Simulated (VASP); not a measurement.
Write the native input for VASP 6.6.1 that does the following.

```
Task                   : single point
Functional             : PBE
Potentials or basis    : VASP PAW PBE potentials, release 64 (Ni)
Cutoff                 : 520 eV
k mesh                 : 24 × 24 × 24
Occupations            : gaussian, width 0.1 eV
Spin                   : collinear spin, ferromagnetic start
Starting moments       : [0.84] μB
Dipole correction      : no
Further INCAR settings : ALGO = Normal; EDIFF = 1e-06; NBANDS = 15
```

The structure of Ni lies in POSCAR:

```
Ni
1.0
   -1.2442784674      1.2442784674      1.7594605518
    1.2442784674     -1.2442784674      1.7594605518
    1.2442784674      1.2442784674     -1.7594605518
Ni
1
Direct
    0.5000000000      0.5000000000      0.0000000000
```

One way to write it, as run:

INCAR

```
SYSTEM = Ni
PREC = Accurate
ENCUT = 520
EDIFF = 1E-6
ISMEAR = 0
SIGMA = 0.1
LREAL = .FALSE.
LASPH = .TRUE.
NELM = 150
ALGO = Normal
ISIF = 2
LWAVE = .FALSE.
LCHARG = .FALSE.
ISPIN = 2
MAGMOM = 0.84
LORBIT = 11
LMAXMIX = 4
GGA = PE
NBANDS = 15
```

KPOINTS

```
Automatic mesh
0
G
  24 24 24
  0 0 0
```

Potentials or basis: VASP PAW PBE potentials, release 64 (Ni).

Command:

```sh
$ cat potpaw_PBE.64/Ni/POTCAR > POTCAR
$ mpirun -np 1 vasp_std > vasp.out
```

It gave:

```yaml
Pressure: -0.1 GPa
Net_moment: 0.64 μB per cell
Site_moments: Ni +0.65 μB
Valence_electrons_inside_the_program's_atomic_spheres: Ni 9.31
```

It took 7.4 min on 1 thread of AMD EPYC 7R13, with other jobs on the host, peak memory 0.32 GiB.
